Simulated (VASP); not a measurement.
# Fe (I4/mmm) in VASP: a series of runs

Runs on Fe. Level: PBE. Tasks: single point.

Everything below comes from runs of VASP 6.6.1. Logs are shortened: lines on timing, memory, paths and dates and some standing lists are left out, and cuts for length are marked.

### Step 1. The cell of the first run

The structure is tetragonal, space group I4/mmm (No. 139). The conventional cell has a = 2.747 Å, b = 2.747 Å, c = 2.935 Å, α = 90.00°, β = 90.00°, γ = 90.00°. Within 3.2 Å of Fe (site symmetry 4/mmm) lie 14 Fe at 2.43 to 2.93 Å.

### Step 2. Single point, PBE, collinear spin, ferromagnetic start (biaxial strain in the a-b plane: -3.0 %, then relaxed in part)

INCAR

```
PREC = Accurate ; ENCUT = 520
EDIFF = 1E-7 ; ISMEAR = 0
SIGMA = 0.1 ; LREAL = F
LASPH = T ; NELM = 150
ALGO = Normal ; ISIF = 2
LWAVE = F ; LCHARG = F
ISPIN = 2 ; MAGMOM = 2.44 2.44
LORBIT = 11 ; LMAXMIX = 4
GGA = PE ; NBANDS = 19
```

KPOINTS

```
Automatic mesh
0
Gamma
  14 14 14
```

POSCAR

```
Fe
1.0
    2.7467357296      0.0000000000      0.0000000000
    0.0000000000      2.7467357296      0.0000000000
    0.0000000000      0.0000000000      2.9348526702
Fe
2
Direct
    0.0000000000      0.0000000000      0.0000000000
    0.5000000000      0.5000000000      0.5000000000
```

Potentials or basis: VASP PAW PBE potentials, release 64 (Fe).

On the command line:

```sh
cat potpaw_PBE.64/Fe/POTCAR > POTCAR
mpirun -np 1 vasp_std > vasp.out
```

OUTCAR:

```text
PREC = Accurate
   ENCUT = 520
   EDIFF = 1E-7
   ISMEAR = 0
   LREAL = F
   LASPH = T
   NELM = 150
   ISIF = 2
   ISPIN = 2
   LORBIT = 11
   GGA = PE

 ion  position               nearest neighbor table
   1  0.000  0.000  0.000-   2 2.43   2 2.43   2 2.43   2 2.43   2 2.43   2 2.43   2 2.43   2 2.43

   2  0.500  0.500  0.500-   1 2.43   1 2.43   1 2.43   1 2.43   1 2.43   1 2.43   1 2.43   1 2.43

  LATTYP: Found a simple tetragonal cell.
 ALAT       =     2.7467357296
 C/A-ratio  =     1.0684874553

  Lattice vectors:

 A1 = (   2.7467357296,   0.0000000000,   0.0000000000)
 A2 = (   0.0000000000,   2.7467357296,   0.0000000000)
 A3 = (   0.0000000000,   0.0000000000,   2.9348526702)

Analysis of symmetry for initial positions (statically):
=====================================================================
 Subroutine PRICEL returns following result:

  LATTYP: Found a body centered tetragonal cell.
 ALAT       =     2.7467357296
 C/A-ratio  =     1.0684874553

  Lattice vectors:

 A1 = (  -1.3733678648,  -1.3733678648,  -1.4674263351)
 A2 = (   1.3733678648,   1.3733678648,  -1.4674263351)
 A3 = (   1.3733678648,  -1.3733678648,   1.4674263351)

   2 primitive cells build up your supercell.

 Routine SETGRP: Setting up the symmetry group for a
 simple tetragonal supercell.

 Subroutine GETGRP returns: Found 16 space group operations
 (whereof 16 operations were pure point group operations)
 out of a pool of 16 trial point group operations.

The static configuration has the point symmetry D_4h.

Analysis of symmetry for dynamics (positions and initial velocities):
=====================================================================
 Subroutine PRICEL returns following result:

  LATTYP: Found a body centered tetragonal cell.
 ALAT       =     2.7467357296
 C/A-ratio  =     1.0684874553

  Lattice vectors:

 A1 = (  -1.3733678648,  -1.3733678648,  -1.4674263351)
 A2 = (   1.3733678648,   1.3733678648,  -1.4674263351)
 A3 = (   1.3733678648,  -1.3733678648,   1.4674263351)

   2 primitive cells build up your supercell.

 Routine SETGRP: Setting up the symmetry group for a
 simple tetragonal supercell.

 Subroutine GETGRP returns: Found 16 space group operations
 (whereof 16 operations were pure point group operations)
 out of a pool of 16 trial point group operations.

The dynamic configuration has the point symmetry D_4h.

Analysis of structural, dynamic, and magnetic symmetry:
=====================================================================
 Subroutine PRICEL returns following result:

  LATTYP: Found a body centered tetragonal cell.
 ALAT       =     2.7467357296
 C/A-ratio  =     1.0684874553

  Lattice vectors:

 A1 = (  -1.3733678648,  -1.3733678648,  -1.4674263351)
 A2 = (   1.3733678648,   1.3733678648,  -1.4674263351)
 A3 = (   1.3733678648,  -1.3733678648,   1.4674263351)

   2 primitive cells build up your supercell.

 Routine SETGRP: Setting up the symmetry group for a
 simple tetragonal supercell.

 Subroutine GETGRP returns: Found 16 space group operations
 (whereof 16 operations were pure point group operations)
 out of a pool of 16 trial point group operations.

The overall configuration has the point symmetry D_4h.

 Subroutine INISYM returns: Found 16 space group operations
 (whereof 16 operations are pure point group operations),
 and found     2 'primitive' translations

----------------------------------------------------------------------------------------

                                     Primitive cell

  volume of cell :      11.0711

  direct lattice vectors                    reciprocal lattice vectors
    -1.373367865 -1.373367865 -1.467426335    -0.000000000 -0.364068516 -0.340732606
     1.373367865  1.373367865 -1.467426335     0.364068516  0.000000000 -0.340732606
     1.373367865 -1.373367865  1.467426335     0.364068516 -0.364068516  0.000000000

  length of vectors
     2.434259360  2.434259360  2.434259360     0.498642751  0.498642751  0.514870632

  position of ions in fractional coordinates (direct lattice)
     0.000000000  0.000000000  0.000000000

  ion indices of the primitive-cell ions
   primitive index   ion index
                 1           1

----------------------------------------------------------------------------------------

 KPOINTS: Automatic mesh

Automatic generation of k-mesh.
 Grid dimensions read from file:
 generate k-points for:   14   14   14

 Generating k-lattice:

  Cartesian coordinates                     Fractional coordinates (reciprocal lattice)
     0.026004894  0.000000000  0.000000000     0.071428571  0.000000000  0.000000000
     0.000000000  0.026004894  0.000000000     0.000000000  0.071428571  0.000000000
     0.000000000  0.000000000  0.024338043     0.000000000  0.000000000  0.071428571

  Length of vectors
     0.026004894  0.026004894  0.024338043

  Shift w.r.t. Gamma in fractional coordinates (k-lattice)
     0.000000000  0.000000000  0.000000000

 Subroutine IBZKPT returns following result:
 ===========================================

 Found    288 irreducible k-points:

 Following reciprocal coordinates:
            Coordinates               Weight
  0.000000  0.000000  0.000000      1.000000
  0.071429  0.000000  0.000000      4.000000
  0.142857  0.000000  0.000000      4.000000
  0.214286  0.000000  0.000000      4.000000
  0.285714  0.000000  0.000000      4.000000
  0.357143  0.000000  0.000000      4.000000
[... 16 lines left out ...]
  0.285714  0.214286  0.000000      8.000000
  0.357143  0.214286  0.000000      8.000000
 [... further k-points ...]
   k-points           NKPTS =    288   k-points in BZ     NKDIM =    288   number of bands    NBANDS=     19
   number of dos      NEDOS =    301   number of ions     NIONS =      2
   total plane-waves  NPLWV =   9600
   dimension x,y,z NGX =    20 NGY =   20 NGZ =   24
   dimension x,y,z NGXF=    40 NGYF=   40 NGZF=   48
   ions per type =               2
   NGX,Y,Z   is equivalent  to a cutoff of  12.10, 12.10, 13.59 a.u.
   NGXF,Y,Z  is equivalent  to a cutoff of  24.21, 24.21, 27.19 a.u.
 SYSTEM =  unknown system
   PREC   = accura    normal or accurate (medium, high low for compatibility)
   ISTART =      0    job   : 0-new  1-cont  2-samecut
   ICHARG =      2    charge: 1-file 2-atom 10-const
   ISPIN  =      2    spin polarized calculation?
   LNONCOLLINEAR =      F non collinear calculations
   LSORBIT =      F    spin-orbit coupling
   LASPH  =      T    aspherical Exc in radial PAW
   ENCUT  =  520.0 eV  38.22 Ry    6.18 a.u.   5.11  5.11  5.46*2*pi/ulx,y,z
   NELM   =    150;   NELMIN=  2; NELMDL= -5     # of ELM steps
   EDIFF  = 0.1E-06   stopping-criterion for ELM
   LREAL  =      F    real-space projection
   EDIFFG = 0.1E-05   stopping-criterion for IOM
   NSW    =      0    number of steps for IOM
   IBRION =     -1    ionic relax: 0-MD 1-quasi-New 2-CG
   NFREE  =      0    steps in history (QN), initial steepest desc. (CG)
   ISIF   =      2    stress and relaxation
   ISYM   =      2    0-nonsym 1-usesym 2-fastsym
   POTIM  = 0.5000    time-step for ionic-motion
   TEBEG  =    0.0;   TEEND  =   0.0 temperature during run
   PSTRESS=    0.0 pullay stress
   NELECT =      16.0000    total number of electrons
   NUPDOWN=      -1.0000    fix difference up-down
   EMIN   =  10.00;   EMAX   =-10.00  energy-range for DOS
   EFERMI =   0.00;   METHOD = LEGACY
   ISMEAR =     0;   SIGMA  =   0.10  broadening in eV -4-tet -1-fermi 0-gaus
   EFERMI_NEDOS =   21; number of points for ismear=-14 and -15
   IALGO  =     38    algorithm
   IMIX   =      4    mixing-type and parameters
     AMIX     =   0.40;   BMIX     =  1.00
     AMIX_MAG =   1.60;   BMIX_MAG =  1.00
  volume/ion in A,a.u.               =      11.07        74.71
  Fermi-wavevector in a.u.,A,eV,Ry     =   1.469067  2.776133 29.363503  2.158157
  Thomas-Fermi vector in A             =   2.584489
   LORBIT       =     11    0 simple, 1 ext, 2 COOP (PROOUT), +10 PAW based schemes
   GGA     = PE    functional components
   LHFCALC =     F    Hartree Fock is set to
   AEXX    =    0.0000 exact exchange contribution
   IVDW    =     0    specifies the selected vdW correction
   LEPSILON=     F    determine dielectric tensor
   LRPA    =     F    only Hartree local field effects (RPA)
 spin polarized calculation
 Gauss-broadening in eV      SIGMA  =   0.10
  energy-cutoff  :      520.00
  volume of cell :       22.14
 maximum number of plane-waves:       612
   NGX = 11   NGY = 11   NGZ = 11

 number of electron      15.9999981 magnetization       4.3112016

 Free energy of the ion-electron system (eV)
  ---------------------------------------------------
  ext. energy  EPLUGINS =         0.00000000
  ---------------------------------------------------
  free energy    TOTEN  =       -16.45654971 eV

  energy without entropy =      -16.44686880  energy(sigma->0) =      -16.45170926

 E-fermi :   6.1087     XC(G=0): -13.2642

 val. band max:        6.1042872842   @ k =   0.2857   0.0714   0.1429
 cond. band min:       6.1090982369   @ k =   0.2143   0.1429   0.1429
 fundamental gap:      0.0048109527
 Fermi energy:         6.1086809812

 spin component 1

 k-point     1 :       0.0000    0.0000    0.0000
  band No.  band energies     occupation
      1      -2.4963      1.00000
      2       1.0104      1.00000
      3       1.1778      1.00000
      4       3.6531      1.00000
      5       3.6531      1.00000
      6       3.9874      1.00000
[... 505 lines left out ...]
      6       3.6523      1.00000
[... 11 lines left out ...]
     18      26.5157      0.00000
     19      31.1625      0.00000

 [... further k-points ...]

 spin component 2

 k-point     1 :       0.0000    0.0000    0.0000
  band No.  band energies     occupation
      1      -2.3161      1.00000
      2       2.8081      1.00000
      3       2.9759      1.00000
      4       5.4702      1.00000
      5       5.4702      1.00000
      6       5.9630      0.98034
[... 505 lines left out ...]
      6       5.3998      1.00000
[... 11 lines left out ...]
     18      27.1159      0.00000
     19      31.5254      0.00000

 [... further k-points ...]

------------------------ aborting loop because EDIFF is reached ----------------------------------------

  FORCE on cell =-STRESS in cart. coord.  units (eV):
  Direction    XX          YY          ZZ          XY          YZ          ZX
  --------------------------------------------------------------------------------------
  -------------------------------------------------------------------------------------
  Total        1.1413672      1.1413672     -0.0171350      0.0000000     -0.0000000     -0.0000000
  in kB       82.5878048     82.5878048     -1.2398632      0.0000000     -0.0000000     -0.0000000
  external PRESSURE =      54.6452488 kB  Pullay stress =       0.0000000 kB

 VOLUME and BASIS-vectors are now :
 -----------------------------------------------------------------------------
  energy-cutoff  :      520.00
  volume of cell :       22.14
      direct lattice vectors                 reciprocal lattice vectors
     2.746735730  0.000000000  0.000000000     0.364068516  0.000000000  0.000000000
     0.000000000  2.746735730  0.000000000     0.000000000  0.364068516  0.000000000
     0.000000000  0.000000000  2.934852670     0.000000000  0.000000000  0.340732606

 POSITION                                       TOTAL-FORCE (eV/Angst)
 -----------------------------------------------------------------------------------
      0.00000      0.00000      0.00000        -0.000000     -0.000000     -0.000000
      1.37337      1.37337      1.46743         0.000000      0.000000      0.000000
 -----------------------------------------------------------------------------------
    total drift:                               -0.000000      0.000000      0.000000

  FREE ENERGIE OF THE ION-ELECTRON SYSTEM (eV)
  ---------------------------------------------------
  free  energy   TOTEN  =       -16.4565497101 eV

  energy  without entropy=      -16.4468688005  energy(sigma->0) =      -16.45170926

 total charge

# of ion       s       p       d       tot
------------------------------------------
    1        0.500   0.566   6.258   7.323
    2        0.500   0.566   6.258   7.323
--------------------------------------------------
tot          1.000   1.131  12.516  14.647

 magnetization (x)

# of ion       s       p       d       tot
------------------------------------------
    1       -0.012  -0.054   2.214   2.147
    2       -0.012  -0.054   2.214   2.147
--------------------------------------------------
tot         -0.025  -0.108   4.428   4.295
```

It took 1.8 min on 1 thread of Intel Xeon Platinum 8488C (Sapphire Rapids), shared host; peak memory 0.27 GiB.

What came out:

- Free energy: -16.4565 eV
- Pressure: 5.5 GPa
- Net moment: 4.31 μB per cell
- Site moments: Fe +2.15 μB
- Valence electrons inside the program's atomic spheres: Fe 7.32

Caveat: the cell differs from its parent crystal (biaxial strain in the a-b plane: -3.0 %, then relaxed in part); the cell stands under pressure.

### Step 3. Single point, PBE, collinear spin, ferromagnetic start (biaxial strain in the a-b plane: -1.5 %)

INCAR

```
SYSTEM = Fe
PREC = Accurate
ENCUT = 520
EDIFF = 1E-6
ISMEAR = 0
SIGMA = 0.1
LREAL = .False.
LASPH = .True.
NELM = 150
ALGO = Normal
ISIF = 2
LWAVE = .False.
LCHARG = .False.
ISPIN = 2
MAGMOM = 2.44 2.44
LORBIT = 11
LMAXMIX = 4
GGA = PE
NBANDS = 19
```

KPOINTS

```
regular mesh
0
Gamma
  14 14 14
  0 0 0
```

POSCAR

```
Fe
1.0
    2.7892110244      0.0000000000      0.0000000000
    0.0000000000      2.7892110244      0.0000000000
    0.0000000000      0.0000000000      2.8571714961
Fe
2
Direct
    0.0000000000      0.0000000000      0.0000000000
    0.5000000000      0.5000000000      0.5000000000
```

Potentials or basis: VASP PAW PBE potentials, release 64 (Fe).

On the command line:

```sh
cat potpaw_PBE.64/Fe/POTCAR > POTCAR
mpirun -np 1 vasp_std > vasp.out
```

Run time: 92 s. Hardware: 1 thread of Intel Xeon Platinum 8488C (Sapphire Rapids), shared host; peak memory 0.28 GiB.

The run converged. Its results:

- Free energy: -16.4829 eV
- Pressure: 4.1 GPa
- Net moment: 4.31 μB per cell
- Site moments: Fe +2.15 μB
- Valence electrons inside the program's atomic spheres: Fe 7.32

Stress tensor (GPa, compression positive):
```
5.34 0.00 0.00
0.00 5.34 0.00
0.00 0.00 1.74
```

Levels at points of the mesh, in eV from the Fermi level:
Spin up:
| k point | band 8 | band 9 | band 10 | band 11 | band 12 | band 13 |
| --- | --- | --- | --- | --- | --- | --- |
| (0.00, 0.00, 0.00) | -1.04 | 0.12 | 0.17 | 0.17 | 9.46 | 10.40 |
| (0.50, 0.00, 0.00) | -1.87 | -1.14 | -1.14 | 0.34 | 0.34 | 16.90 |
| (0.50, 0.50, 0.00) | -0.84 | 0.45 | 0.45 | 0.64 | 0.64 | 7.72 |
| (0.00, 0.00, 0.50) | -1.83 | -1.10 | -1.10 | 0.06 | 0.06 | 17.47 |
| (0.50, 0.00, 0.50) | -0.89 | 0.42 | 0.42 | 0.43 | 0.43 | 7.47 |
| (0.50, 0.50, 0.50) | -0.92 | -0.81 | -0.81 | 8.73 | 8.73 | 8.73 |
Spin down:
```
           k point  band 2  band 3  band 4  band 5  band 6  band 7  band 8  band 9  band 10  band 11
(0.00, 0.00, 0.00)   -3.22   -3.16   -0.54   -0.54   -0.36    1.53    1.72    2.28     2.29     2.29
(0.50, 0.00, 0.00)   -4.10   -0.85   -0.85   -0.20   -0.20   -0.04   -0.04    0.84     0.84     2.67
(0.50, 0.50, 0.00)   -3.78   -1.94   -1.94    0.77    0.77    1.61    1.61    1.94     1.94     2.61
(0.00, 0.00, 0.50)   -4.26   -0.93   -0.93   -0.03   -0.03   -0.03   -0.03    0.92     0.92     2.42
(0.50, 0.00, 0.50)   -3.79   -1.73   -1.73    0.55    0.55    1.40    1.40    1.88     1.88     2.59
(0.50, 0.50, 0.50)   -2.00   -1.93   -1.93   -1.93   -1.93    1.90    1.90    1.98     1.98     9.61
```

Caveat: the cell differs from its parent crystal (biaxial strain in the a-b plane: -1.5 %); the cell stands under pressure.

### Step 4. Single point, PBE, collinear spin, ferromagnetic start (biaxial strain in the a-b plane: -1.5 %, then relaxed in part)

INCAR

```
  PREC = Accurate
  ENCUT = 520
  EDIFF = 1E-6
  ISMEAR = 0
  SIGMA = 0.1
  LREAL = False
  LASPH = True
  NELM = 150
  ALGO = Fast
  ISIF = 2
  LWAVE = False
  LCHARG = False
  ISPIN = 2
  MAGMOM = 2.44 2.44
  LORBIT = 11
  LMAXMIX = 4
  GGA = PE
  NBANDS = 19
```

KPOINTS

```
regular mesh
0
Gamma
  14 14 14
```

POSCAR, as its differences from that of step 3:

```diff
@@ -4,3 +4,3 @@
     0.0000000000      2.7892110244      0.0000000000
-    0.0000000000      0.0000000000      2.8571714961
+    0.0000000000      0.0000000000      2.8772550619
 Fe
```

On the command line:

```sh
cat potpaw_PBE.64/Fe/POTCAR > POTCAR
mpirun -np 1 vasp_std > vasp.out
```

Run time: 1.9 min. Hardware: 1 thread of Intel Xeon Platinum 8488C (Sapphire Rapids), shared host; peak memory 0.28 GiB.

Results (log left out):

* Free energy: -16.4837 eV
* Pressure: 2.8 GPa
* Net moment: 4.34 μB per cell
* Site moments: Fe +2.16 μB
* Valence electrons inside the program's atomic spheres: Fe 7.30

Stress tensor (GPa, compression positive):
```
 4.22  0.00  0.00
 0.00  4.22  0.00
 0.00  0.00 -0.16
```

Levels at points of the mesh, in eV from the Fermi level:
Spin up:
```
           k point  band 8  band 9  band 10  band 11  band 12  band 13
(0.00, 0.00, 0.00)   -1.03    0.09     0.16     0.16     9.24    10.44
(0.50, 0.00, 0.00)   -1.85   -1.14    -1.14     0.36     0.36    16.68
(0.50, 0.50, 0.00)   -0.83    0.44     0.44     0.68     0.68     7.71
(0.00, 0.00, 0.50)   -1.81   -1.09    -1.09     0.00     0.00    17.42
(0.50, 0.00, 0.50)   -0.88    0.40     0.40     0.42     0.42     7.38
(0.50, 0.50, 0.50)   -0.93   -0.80    -0.80     8.67     8.67     8.67
```
Spin down:
| k point | band 2 | band 3 | band 4 | band 5 | band 6 | band 7 | band 8 | band 9 | band 10 | band 11 |
| --- | --- | --- | --- | --- | --- | --- | --- | --- | --- | --- |
| (0.00, 0.00, 0.00) | -3.17 | -3.10 | -0.53 | -0.53 | -0.29 | 1.51 | 1.75 | 2.28 | 2.30 | 2.30 |
| (0.50, 0.00, 0.00) | -4.05 | -0.81 | -0.81 | -0.21 | -0.21 | 0.00 | 0.00 | 0.85 | 0.85 | 2.69 |
| (0.50, 0.50, 0.00) | -3.73 | -1.94 | -1.94 | 0.81 | 0.81 | 1.65 | 1.65 | 1.96 | 1.96 | 2.61 |
| (0.00, 0.00, 0.50) | -4.26 | -0.91 | -0.91 | 0.01 | 0.01 | 0.01 | 0.01 | 0.95 | 0.95 | 2.37 |
| (0.50, 0.00, 0.50) | -3.75 | -1.67 | -1.67 | 0.54 | 0.54 | 1.38 | 1.38 | 1.90 | 1.90 | 2.59 |
| (0.50, 0.50, 0.50) | -1.98 | -1.89 | -1.89 | -1.89 | -1.89 | 1.90 | 1.90 | 2.00 | 2.00 | 9.55 |

Caveat: the cell differs from its parent crystal (biaxial strain in the a-b plane: -1.5 %, then relaxed in part).

### Step 5. Overview

```csv
cell,gap on the mesh (eV),pressure (GPa),moment (μB)
"a = 2.747, b = 2.747, c = 2.935 Å, 2 atoms",none,5.5,4.31
"a = 2.789, b = 2.789, c = 2.857 Å, 2 atoms",none,4.1,4.31
"a = 2.789, b = 2.789, c = 2.877 Å, 2 atoms",none,2.8,4.34
```

Alike in all rows: task single point; level PBE; potentials or basis VASP PAW PBE potentials, release 64 (Fe); spin collinear, ferromagnetic start; k mesh 14 × 14 × 14; cutoff (eV) 520; smearing gaussian 0.1 eV.

Caveats: the cell stands under pressure (at least some runs).

Absolute energies hang on the potentials; compare differences alone.
